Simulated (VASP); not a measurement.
# P (Pm-3m) in VASP: further runs, part 2 of 2

VASP 6.6.1. Earlier steps stand in the parts before.

## Step 3: Relaxation of cell and atoms, PBE

This run uses another cell than the first one, of 14.67 Å³/atom, 1.007 times its volume.

Contents of INCAR:

```
SYSTEM = P
PREC     = Accurate       ! precision mode
ENCUT    = 600            ! plane-wave cutoff, eV
EDIFF    = 1E-6           ! SCF threshold, eV
ISMEAR   = 0              ! smearing method
SIGMA    = 0.1            ! smearing width, eV
LREAL    = .False.        ! projectors in reciprocal space
LASPH    = .True.         ! aspherical terms in the spheres
NELM     = 80             ! most SCF steps
ALGO     = Normal         ! electronic algorithm
ISIF     = 3              ! what is computed and relaxed
LWAVE    = .False.        ! write WAVECAR
LCHARG   = .False.        ! write CHGCAR
GGA      = PE             ! functional
IBRION   = 2              ! ionic algorithm
NSW      = 80             ! ionic steps
EDIFFG   = -0.015         ! ionic threshold
```

Contents of KPOINTS:

```
regular mesh
0
Gamma
  6 6 6
  0 0 0
```

Contents of POSCAR:

```
P
1.0
   -4.8958716722      0.0000000000      0.0000000000
    0.0000000000      0.0000000000      4.8958716722
    0.0000000000      4.8958716722      0.0000000000
P
8
Direct
    0.5000000000      0.0000000000      0.0000000000
    0.5000000000      0.5000000000      0.0000000000
    0.5000000000      0.0000000000      0.5000000000
    0.5000000000      0.5000000000      0.5000000000
    0.0000000000      0.0000000000      0.0000000000
    0.0000000000      0.5000000000      0.0000000000
    0.0000000000      0.0000000000      0.5000000000
    0.0000000000      0.5000000000      0.5000000000
```

Potentials or basis: VASP PAW PBE potentials, release 64 (P).

Run with:

```console
$ cat potpaw_PBE.64/P/POTCAR > POTCAR
$ mpirun -np 1 vasp_std > vasp.out
```

OUTCAR:

```text
SYSTEM = P
   PREC = Accurate
   ENCUT = 600
   EDIFF = 1E-6
   ISMEAR = 0
   LREAL = .False.
   LASPH = .True.
   NELM = 80
   ISIF = 3
   GGA = PE
   IBRION = 2
   NSW = 80
   EDIFFG = -0.015

 ion  position               nearest neighbor table
   1  0.500  0.000  0.000-   2 2.45   3 2.45   5 2.45   3 2.45   2 2.45   5 2.45
   2  0.500  0.500  0.000-   1 2.45   4 2.45   6 2.45   4 2.45   1 2.45   6 2.45
   3  0.500  0.000  0.500-   1 2.45   4 2.45   7 2.45   1 2.45   4 2.45   7 2.45
   4  0.500  0.500  0.500-   2 2.45   3 2.45   8 2.45   2 2.45   3 2.45   8 2.45
   5  0.000  0.000  0.000-   1 2.45   6 2.45   7 2.45   7 2.45   6 2.45   1 2.45
   6  0.000  0.500  0.000-   2 2.45   5 2.45   8 2.45   8 2.45   5 2.45   2 2.45
   7  0.000  0.000  0.500-   3 2.45   5 2.45   8 2.45   5 2.45   8 2.45   3 2.45
   8  0.000  0.500  0.500-   4 2.45   6 2.45   7 2.45   6 2.45   7 2.45   4 2.45
[... 6 lines left out ...]
 A1 = (  -4.8958716722,   0.0000000000,   0.0000000000)
 A2 = (   0.0000000000,   0.0000000000,   4.8958716722)
 A3 = (   0.0000000000,   4.8958716722,   0.0000000000)

Analysis of symmetry for initial positions (statically):
=====================================================================
 Subroutine PRICEL returns following result:

  LATTYP: Found a simple cubic cell.
 ALAT       =     2.4479358361

  Lattice vectors:

 A1 = (  -2.4479358361,   0.0000000000,   0.0000000000)
 A2 = (   0.0000000000,   0.0000000000,   2.4479358361)
 A3 = (   0.0000000000,   2.4479358361,   0.0000000000)

   8 primitive cells build up your supercell.

 Routine SETGRP: Setting up the symmetry group for a
 simple cubic supercell.

 Subroutine GETGRP returns: Found 48 space group operations
 (whereof 48 operations were pure point group operations)
 out of a pool of 48 trial point group operations.

The static configuration has the point symmetry O_h .

Analysis of symmetry for dynamics (positions and initial velocities):
=====================================================================
 Subroutine PRICEL returns following result:

  LATTYP: Found a simple cubic cell.
[... 120 lines left out ...]
   PSTRESS=    0.0 pullay stress
   NELECT =      40.0000    total number of electrons
   NUPDOWN=      -1.0000    fix difference up-down
   EMIN   =  10.00;   EMAX   =-10.00  energy-range for DOS
   EFERMI =   0.00;   METHOD = LEGACY
   ISMEAR =     0;   SIGMA  =   0.10  broadening in eV -4-tet -1-fermi 0-gaus
   EFERMI_NEDOS =   21; number of points for ismear=-14 and -15
   IALGO  =     38    algorithm
   IMIX   =      4    mixing-type and parameters
     AMIX     =   0.40;   BMIX     =  1.00
     AMIX_MAG =   1.60;   BMIX_MAG =  1.00
  volume/ion in A,a.u.               =      14.67        98.99
  Fermi-wavevector in a.u.,A,eV,Ry     =   1.143575  2.161044 17.793219  1.307765
  Thomas-Fermi vector in A             =   2.280270
   LORBIT       =      0    0 simple, 1 ext, 2 COOP (PROOUT), +10 PAW based schemes
   GGA     = PE    functional components
   LHFCALC =     F    Hartree Fock is set to
   AEXX    =    0.0000 exact exchange contribution
   IVDW    =     0    specifies the selected vdW correction
   LEPSILON=     F    determine dielectric tensor
   LRPA    =     F    only Hartree local field effects (RPA)
 conjugate gradient relaxation of ions
 non-spin polarized calculation
 Gauss-broadening in eV      SIGMA  =   0.10
  energy-cutoff  :      600.00
  volume of cell :      117.35
 maximum number of plane-waves:      3948
 NGX is ok and might be reduce to    40
   NGX = 19   NGY = 19   NGZ = 19

--------------------------------------- Ionic step        1  -------------------------------------------

 number of electron      40.0000004 magnetization

 Free energy of the ion-electron system (eV)
  ---------------------------------------------------
  ext. energy  EPLUGINS =         0.00000000
  ---------------------------------------------------
  free energy    TOTEN  =       -42.04044718 eV

  energy without entropy =      -42.02155732  energy(sigma->0) =      -42.03100225

------------------------ aborting loop because EDIFF is reached ----------------------------------------

  FORCE on cell =-STRESS in cart. coord.  units (eV):
  Direction    XX          YY          ZZ          XY          YZ          ZX
  --------------------------------------------------------------------------------------
  -------------------------------------------------------------------------------------
  Total       -0.7547108     -0.7547108     -0.7547108     -0.0000000     -0.0000000      0.0000000
  in kB      -10.3038870    -10.3038870    -10.3038870     -0.0000000     -0.0000000      0.0000000
  external PRESSURE =     -10.3038870 kB  Pullay stress =       0.0000000 kB
[... 71 lines left out ...]
--------------------------------------- Ionic step        3  -------------------------------------------

 number of electron      40.0000005 magnetization

 Free energy of the ion-electron system (eV)
  ---------------------------------------------------
  ext. energy  EPLUGINS =         0.00000000
  ---------------------------------------------------
  free energy    TOTEN  =       -42.04413161 eV

  energy without entropy =      -42.02426104  energy(sigma->0) =      -42.03419632

 E-fermi :   9.7602     XC(G=0): -11.2923

 val. band max:        9.7149573224   @ k =   0.5000   0.1667   0.0000
 cond. band min:       9.8164225817   @ k =   0.5000   0.1667   0.1667
 fundamental gap:      0.1014652593
 Fermi energy:         9.7601821302

 k-point     1 :       0.0000    0.0000    0.0000
  band No.  band energies     occupation
      1      -6.8520      2.00000
      2      -2.5201      2.00000
      3      -2.5201      2.00000
      4      -2.5201      2.00000
      5       0.9892      2.00000
      6       0.9892      2.00000
[... 584 lines left out ...]
  FREE ENERGIE OF THE ION-ELECTRON SYSTEM (eV)
  ---------------------------------------------------
  free  energy   TOTEN  =       -42.0441316107 eV

  energy  without entropy=      -42.0242610353  energy(sigma->0) =      -42.03419632

 reached required accuracy - stopping structural energy minimisation
```

OSZICAR:

```text
N       E                     dE             d eps       ncg     rms          rms(c)
DAV:   1     0.157311504577E+03    0.15731E+03   -0.19615E+04  1000   0.159E+03
DAV:   2    -0.294700367837E+02   -0.18678E+03   -0.18322E+03  1241   0.222E+02
DAV:   3    -0.417696773410E+02   -0.12300E+02   -0.11932E+02  1329   0.524E+01
[... 20 lines left out ...]
DAV:   2    -0.420443664149E+02    0.41099E-03   -0.87291E-04  1047   0.154E-01    0.959E-02
DAV:   3    -0.420441426557E+02    0.22376E-03   -0.32274E-04  1056   0.836E-02    0.210E-02
DAV:   4    -0.420441360336E+02    0.66222E-05   -0.95566E-06  1043   0.157E-02    0.156E-02
DAV:   5    -0.420441311879E+02    0.48457E-05   -0.32044E-07   535   0.373E-03    0.339E-03
DAV:   6    -0.420441316107E+02   -0.42285E-06   -0.12184E-07   533   0.195E-03
   3 F= -.42044132E+02 E0= -.42034196E+02  d E =-.368443E-02
```

CONTCAR:

```text
P
   1.00000000000000
    -4.8799177436664065    0.0000000000000000    0.0000000000000000
     0.0000000000000000   -0.0000000000000000    4.8799177436664065
    -0.0000000000000000    4.8799177436664065    0.0000000000000000
  P
     8
Direct
     0.5000000000000000    0.0000000000000000    0.0000000000000000
     0.5000000000000000    0.5000000000000000    0.0000000000000000
     0.5000000000000000    0.0000000000000000    0.5000000000000000
     0.5000000000000000    0.5000000000000000    0.5000000000000000
     0.0000000000000000    0.0000000000000000    0.0000000000000000
     0.0000000000000000    0.5000000000000000    0.0000000000000000
     0.0000000000000000    0.0000000000000000    0.5000000000000000
     0.0000000000000000    0.5000000000000000    0.5000000000000000

  0.00000000E+00  0.00000000E+00  0.00000000E+00
  0.00000000E+00  0.00000000E+00  0.00000000E+00
  0.00000000E+00  0.00000000E+00  0.00000000E+00
  0.00000000E+00  0.00000000E+00  0.00000000E+00
  0.00000000E+00  0.00000000E+00  0.00000000E+00
  0.00000000E+00  0.00000000E+00  0.00000000E+00
  0.00000000E+00  0.00000000E+00  0.00000000E+00
  0.00000000E+00  0.00000000E+00  0.00000000E+00
```

Wall time 91 s (1 thread of Intel Xeon Platinum 8375C at 2.90GHz (Ice Lake), shared host); peak memory 0.25 GiB.

What came out:

```yaml
Free_energy: -42.0441 eV
Relaxed_volume: 14.53 Å³/atom
Relaxed_cell: a = 4.880 Å, b = 4.880 Å, c = 4.880 Å, α = 90.00°, β = 90.00°, γ = 90.00°
Space_group_after_relaxing_to_0.05_Å: Pm-3m (No. 221)
Energy_gained_by_relaxing: 0.5 meV/atom
Ionic_steps: 3
Pressure_after_relaxing: 0.0 GPa
Band_gap_on_the_k_mesh: zero (band 20 reaches 10.13 eV, above the bottom of band 21 at 8.33 eV)
```

Step by step:
```
step  energy change (eV)  largest force (eV/Å)  pressure (GPa)  volume (Å³)
   1              0.0000                0.0000           -1.03       117.35
   2             -0.0031                0.0000            0.41       115.76
   3             -0.0037                0.0000            0.01       116.21
```

Final structure:
```yaml
crystal:
  lattice:
    - [-4.87992, 0.00000, 0.00000]
    - [0.00000, 0.00000, 4.87992]
    - [0.00000, 4.87992, 0.00000]
  atoms:
    - { symbol: P, position: [0.50000, 0.00000, 0.00000] }
    - { symbol: P, position: [0.50000, 0.50000, 0.00000] }
    - { symbol: P, position: [0.50000, 0.00000, 0.50000] }
    - { symbol: P, position: [0.50000, 0.50000, 0.50000] }
    - { symbol: P, position: [0.00000, 0.00000, 0.00000] }
    - { symbol: P, position: [0.00000, 0.50000, 0.00000] }
    - { symbol: P, position: [0.00000, 0.00000, 0.50000] }
    - { symbol: P, position: [0.00000, 0.50000, 0.50000] }
```
